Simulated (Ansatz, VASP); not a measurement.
Two plane-wave programs on Nb2B3C

```
Nb B C
1.0
     3.01934    0.00000    0.00000
     0.00000    3.01934    0.00000
     0.00000    0.00000    6.70720
Nb B C
2 3 1
Direct
  0.50000 0.00000 0.73987
  0.00000 0.50000 0.26013
  0.50000 0.00000 0.38354
  0.00000 0.50000 0.61646
  0.00000 0.00000 0.00000
  0.50000 0.50000 0.00000
```

Change from the starting cell: species swapped into the Hf2GaSb3 type (P-4m2, No. 115).

Alike in both runs: task relaxation of cell and atoms; functional PBE; k mesh 6 × 6 × 4; occupations gaussian, width 0.1 eV; no spin polarisation.

|  | VASP | Ansatz |
| --- | --- | --- |
| version | VASP 6.6.1 | Ansatz 0.2.0 |
| potentials or method | VASP PAW PBE potentials, release 64 (Nb_sv, B, C), cutoff 600 eV | scalar-relativistic, plane waves, PAW |
| valence electrons in the cell | 39 | 39 |

```tsv
	VASP	Ansatz	Ansatz less VASP
gap on the k mesh at the Fermi level, each at its own relaxed structure (eV)	none	none	-
relaxed volume (Å³/atom)	10.15	10.16	+0.006
relaxed cell length with the largest relative difference (Å)	6.045	6.049	+0.0036
```

A gap of «none» marks a metal or a gap that the smearing closes.
